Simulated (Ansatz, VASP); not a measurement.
# Two plane-wave programs on Au

The input INCAR:

```
  ALGO = Fast
  EDIFF = 1E-6
  EDIFFG = -0.01
  ENCUT = 600
  GGA = PS
  IBRION = 2
  ISIF = 3
  ISMEAR = 0
  LASPH = True
  LCHARG = False
  LREAL = False
  LWAVE = False
  NELM = 100
  NSW = 80
  PREC = Accurate
  SIGMA = 0.1
```

The input KPOINTS:

```
k-points
0
Gamma
  18 18 10
```

File POSCAR:

```
Au
1.0
    2.8489404925      0.0000000000      0.0000000000
   -1.4244702463      2.4672548404      0.0000000000
    0.0000000000      0.0000000000      4.8471863281
Au
2
Direct
    0.3333333333      0.6666666667      0.2500000000
    0.6666666667      0.3333333333      0.7500000000
```

Input for Ansatz:

```yaml
crystal:
  lattice:
    - [2.8489404925, 0.0, 0.0]
    - [-1.4244702463, 2.4672548404, 0.0]
    - [0.0, 0.0, 4.8471863281]
  atoms:
    - { symbol: Au, position: [0.3333333333, 0.6666666667, 0.25] }
    - { symbol: Au, position: [0.6666666667, 0.3333333333, 0.75] }
basis:
  ecutwfc: 420
kpoints:
  mp_grid: { grid: [18, 18, 10] }
hamiltonian:
  xc: pbesol
scf:
  occupations: { method: gaussian, width: 0.1 }
output:
  forces: true
  stress: true
  eigenvalues: true
relax:
  adjacent_minimum: "off"
  f_tol: 0.01
  max_steps: 60
  cell: { stress_tol: 0.1 }
```

Alike in both runs: task relaxation of cell and atoms; functional PBEsol; k mesh 18 × 18 × 10; occupations gaussian, width 0.1 eV; no spin polarisation.

|  | VASP | Ansatz |
| --- | --- | --- |
| version | VASP 6.6.1 | Ansatz 0.2.0 |
| potentials or method | VASP PAW PBE potentials, release 64 (Au), cutoff 600 eV | scalar-relativistic, plane waves, PAW |
| valence electrons in the cell | 22 | 38 |

```tsv
	VASP	Ansatz	Ansatz less VASP
gap on the k mesh at the Fermi level, each at its own relaxed structure (eV)	none	none	-
relaxed volume (Å³/atom)	17.01	17.03	+0.016
relaxed cell length with the largest relative difference (Å)	2.865	2.866	+0.0010
```

VASP's potentials were made for PBE, not for PBEsol. A gap of «none» marks a metal or a gap that the smearing closes. VASP's potentials hold 22 valence electrons a cell and Ansatz's 38, so a difference there can come from the potentials and not from the codes.

Spin-orbit coupling is off throughout.
